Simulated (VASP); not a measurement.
# Al2Pt in VASP: a series of runs, part 2 of 2

VASP 6.6.1. Earlier steps stand in the parts before.

## Step 4: Relaxation of cell and atoms, PBE

File INCAR:

```
  PREC = Accurate
  ENCUT = 600
  EDIFF = 1E-6
  ISMEAR = 0
  SIGMA = 0.1
  LREAL = False
  LASPH = True
  NELM = 80
  ALGO = Fast
  ISIF = 3
  LWAVE = False
  LCHARG = False
  GGA = PE
  IBRION = 2
  NSW = 100
  EDIFFG = -0.01
```

File KPOINTS:

```
regular mesh
0
Gamma
  6 6 14
```

File POSCAR:

```
Al2Pt
1.0
    6.0280480605      0.0000000000      0.0000000000
    0.0000000000      6.0280480605      0.0000000000
    0.0000000000      0.0000000000      2.7660587759
Al Pt
4 2
Direct
    0.6630764827      0.8369235173      0.5000000000
    0.3369235173      0.1630764827      0.5000000000
    0.1630764827      0.6630764827      0.5000000000
    0.8369235173      0.3369235173      0.5000000000
    0.0000000000      0.0000000000      0.0000000000
    0.5000000000      0.5000000000      0.0000000000
```

Potentials or basis: VASP PAW PBE potentials, release 64 (Al, Pt).

Started as:

```sh
$ cat potpaw_PBE.64/Al/POTCAR potpaw_PBE.64/Pt/POTCAR > POTCAR
$ mpirun -np 1 vasp_std > vasp.out
```

OUTCAR:

```text
PREC = Accurate
   ENCUT = 600
   EDIFF = 1E-6
   ISMEAR = 0
   LREAL = False
   LASPH = True
   NELM = 80
   ISIF = 3
   GGA = PE
   IBRION = 2
   NSW = 100
   EDIFFG = -0.01

 ion  position               nearest neighbor table
   1  0.663  0.837  0.500-   5 2.65   6 2.65   5 2.65   6 2.65   2 2.78   3 3.19   4 3.19   4 3.19
                             3 3.19
   2  0.337  0.163  0.500-   5 2.65   6 2.65   5 2.65   6 2.65   1 2.78   3 3.19   4 3.19   3 3.19
                             4 3.19
   3  0.163  0.663  0.500-   5 2.65   6 2.65   5 2.65   6 2.65   4 2.78   2 3.19   1 3.19   2 3.19
                             1 3.19
   4  0.837  0.337  0.500-   5 2.65   6 2.65   5 2.65   6 2.65   3 2.78   2 3.19   1 3.19   1 3.19
                             2 3.19
   5  0.000  0.000  0.000-   1 2.65   2 2.65   3 2.65   4 2.65   1 2.65   2 2.65   3 2.65   4 2.65

   6  0.500  0.500  0.000-   1 2.65   2 2.65   3 2.65   4 2.65   1 2.65   2 2.65   3 2.65   4 2.65

  LATTYP: Found a simple tetragonal cell.
 ALAT       =     6.0280480605
 C/A-ratio  =     0.4588647516

  Lattice vectors:

 A1 = (   6.0280480605,   0.0000000000,   0.0000000000)
 A2 = (   0.0000000000,   6.0280480605,   0.0000000000)
 A3 = (   0.0000000000,   0.0000000000,   2.7660587759)

Analysis of symmetry for initial positions (statically):
=====================================================================
 Subroutine PRICEL returns:
 Original cell was already a primitive cell.

 Routine SETGRP: Setting up the symmetry group for a
 simple tetragonal supercell.

 Subroutine GETGRP returns: Found 16 space group operations
 (whereof  8 operations were pure point group operations)
 out of a pool of 16 trial point group operations.

The static configuration has the point symmetry C_4h.
 The point group associated with its full space group is D_4h.

[... 162 lines left out ...]

 number of electron      32.0000005 magnetization

 Free energy of the ion-electron system (eV)
  ---------------------------------------------------
  ext. energy  EPLUGINS =         0.00000000
  ---------------------------------------------------
  free energy    TOTEN  =       -30.96494462 eV

  energy without entropy =      -30.94859577  energy(sigma->0) =      -30.95677020

------------------------ aborting loop because EDIFF is reached ----------------------------------------

  FORCE on cell =-STRESS in cart. coord.  units (eV):
  Direction    XX          YY          ZZ          XY          YZ          ZX
  --------------------------------------------------------------------------------------
  -------------------------------------------------------------------------------------
  Total       -0.2981668     -0.2981668      0.9545930      0.0000000      0.0000000      0.0000000
  in kB       -4.7528610     -4.7528610     15.2164735      0.0000000      0.0000000      0.0000000
  external PRESSURE =       1.9035839 kB  Pullay stress =       0.0000000 kB
[... 101 lines left out ...]
  FREE ENERGIE OF THE ION-ELECTRON SYSTEM (eV)
  ---------------------------------------------------
  free  energy   TOTEN  =       -30.9758001499 eV

  energy  without entropy=      -30.9620281749  energy(sigma->0) =      -30.96891416

[... ionic steps 4 to 8 ...]

--------------------------------------- Ionic step        9  -------------------------------------------

 number of electron      32.0000003 magnetization

------------------------ aborting loop because EDIFF is reached ----------------------------------------
[... 75 lines left out ...]
--------------------------------------- Ionic step       11  -------------------------------------------

 number of electron      32.0000004 magnetization

 Free energy of the ion-electron system (eV)
  ---------------------------------------------------
  ext. energy  EPLUGINS =         0.00000000
  ---------------------------------------------------
  free energy    TOTEN  =       -30.98138836 eV

  energy without entropy =      -30.96968701  energy(sigma->0) =      -30.97553769

 E-fermi :   8.4987     XC(G=0): -10.9351

 val. band max:        8.4954793561   @ k =   0.0000   0.0000   0.5000
 cond. band min:       8.5011426034   @ k =   0.5000   0.5000   0.0000
 fundamental gap:      0.0056632472
 Fermi energy:         8.4986514562

 k-point     1 :       0.0000    0.0000    0.0000
  band No.  band energies     occupation
      1      -2.1630      2.00000
      2       0.8837      2.00000
      3       1.4604      2.00000
      4       2.4724      2.00000
      5       2.4724      2.00000
      6       2.5998      2.00000
[... 541 lines left out ...]
     19      12.8318      0.00000
     20      12.8318      0.00000

 [... further k-points ...]

------------------------ aborting loop because EDIFF is reached ----------------------------------------

  FORCE on cell =-STRESS in cart. coord.  units (eV):
  Direction    XX          YY          ZZ          XY          YZ          ZX
  --------------------------------------------------------------------------------------
  -------------------------------------------------------------------------------------
  Total        0.0307736      0.0307736     -0.0336130      0.0000000      0.0000000      0.0000000
  in kB        0.4901812      0.4901812     -0.5354093      0.0000000      0.0000000      0.0000000
  external PRESSURE =       0.1483177 kB  Pullay stress =       0.0000000 kB
[... 21 lines left out ...]
  FREE ENERGIE OF THE ION-ELECTRON SYSTEM (eV)
  ---------------------------------------------------
  free  energy   TOTEN  =       -30.9813883616 eV

  energy  without entropy=      -30.9696870113  energy(sigma->0) =      -30.97553769

 reached required accuracy - stopping structural energy minimisation
```

Wall time 7.9 min (1 thread of AMD EPYC 9R45 (Zen 5), shared host); peak memory 0.33 GiB.

Results:

* Free energy: -30.9814 eV
* Relaxed volume: 16.76 Å³/atom
* Relaxed cell: a = 5.953 Å, b = 5.953 Å, c = 2.838 Å, α = 90.00°, β = 90.00°, γ = 90.00°
* Space group after relaxing (to 0.1 Å): P4/mbm (No. 127)
* Energy gained by relaxing: 2.7 meV/atom
* Ionic steps: 11
* Pressure after relaxing: 0.0 GPa
* Largest force after relaxing: 0.007 eV/Å
* Band gap on the k mesh: zero (bands 16 and 17 overlap by 2.54 eV)

Forces on the atoms (eV/Å):
```
Al   0.005 -0.005  0.000
Al  -0.005  0.005  0.000
Al   0.005  0.005  0.000
Al  -0.005 -0.005  0.000
Pt   0.000  0.000  0.000
Pt   0.000  0.000  0.000
```

The path:
| step | energy change (eV) | largest force (eV/Å) | pressure (GPa) | volume (Å³) |
| --- | --- | --- | --- | --- |
| 1 | 0.0000 | 0.0264 | 0.19 | 100.51 |
| 2 | -0.0069 | 0.0416 | -0.28 | 100.80 |
| 3 | -0.0109 | 0.0681 | -0.87 | 101.18 |
| 4 | -0.0142 | 0.0610 | 0.07 | 100.45 |
| 5 | -0.0142 | 0.0602 | 0.13 | 100.38 |
| 6 | -0.0142 | 0.0600 | 0.16 | 100.35 |
| 7 | -0.0148 | 0.0522 | 0.17 | 100.39 |
| 8 | -0.0160 | 0.0300 | 0.04 | 100.51 |
| 9 | -0.0153 | 0.0111 | -0.16 | 100.75 |
| 10 | -0.0162 | 0.0172 | 0.00 | 100.59 |
| 11 | -0.0164 | 0.0074 | 0.01 | 100.58 |

Final structure:
```yaml
crystal:
  lattice:
    - [5.95315, 0.00000, 0.00000]
    - [0.00000, 5.95315, 0.00000]
    - [0.00000, 0.00000, 2.83817]
  atoms:
    - { symbol: Al, position: [0.66575, 0.83425, 0.50000] }
    - { symbol: Al, position: [0.33425, 0.16575, 0.50000] }
    - { symbol: Al, position: [0.16575, 0.66575, 0.50000] }
    - { symbol: Al, position: [0.83425, 0.33425, 0.50000] }
    - { symbol: Pt, position: [0.00000, 0.00000, 0.00000] }
    - { symbol: Pt, position: [0.50000, 0.50000, 0.00000] }
```

Caveat: spin-orbit coupling is left out, which moves the levels of the heavy elements.

## Step 5: Summary

```csv
task,cell,k mesh,cutoff (eV),gap on the mesh (eV),pressure (GPa),largest force (eV/Å)
single point,"a = 6.032, b = 6.024, c = 2.766 Å, 6 atoms, atomic positions A",4 × 4 × 6,520,none,0.0,0.02
single point,"a = 5.958, b = 5.958, c = 2.837 Å, 6 atoms, atomic positions B",6 × 6 × 14,520,none,-0.1,-
relaxation of cell and atoms,"relaxed from a = 6.028, b = 6.028, c = 2.766 Å, 6 atoms, atomic positions A",6 × 6 × 14,600,none,0.0,0.01
```

Alike in all rows: level PBE; potentials or basis VASP PAW PBE potentials, release 64 (Al, Pt); no spin polarisation; smearing gaussian 0.1 eV.

Caveats: some runs use coarse meshes; spin-orbit coupling is left out, which moves the levels of the heavy elements.

Absolute energies hang on the potentials; compare differences alone.
